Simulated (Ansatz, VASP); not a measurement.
One calculation of Na, two programs

```xyz
1
Lattice="-1.6836 1.6836 2.7454 1.6836 -1.6836 2.7454 1.6836 1.6836 -2.7454" Properties=species:S:1:pos:R:3 pbc="T T T"
Na    0.0000    0.0000    0.0000
```

Alike in both runs: task single point; functional LDA; k mesh 18 × 18 × 18; occupations gaussian, width 0.15 eV; no spin polarisation.

```csv
,VASP,Ansatz
version,VASP 6.6.1,Ansatz 0.2.0
potentials or method,"VASP PAW LDA potentials, release 64 (Na_pv), cutoff 520 eV","scalar-relativistic, plane waves, PAW"
valence electrons in the cell,7,9
```

```tsv
	VASP	Ansatz	Ansatz less VASP
gap on the k mesh at the Fermi level (eV)	none	none	-
pressure (GPa)	0.7	0.7	+0.04
traceless stress, the component that is largest in VASP (GPa)	-0.51	-0.51	+0.002
```

LDA's correlation is that of Perdew and Zunger in VASP and of Perdew and Wang (1992) in Ansatz. A gap of «none» marks a metal or a gap that the smearing closes. VASP's potentials hold 7 valence electrons a cell and Ansatz's 9, so a difference there can come from the potentials and not from the codes.
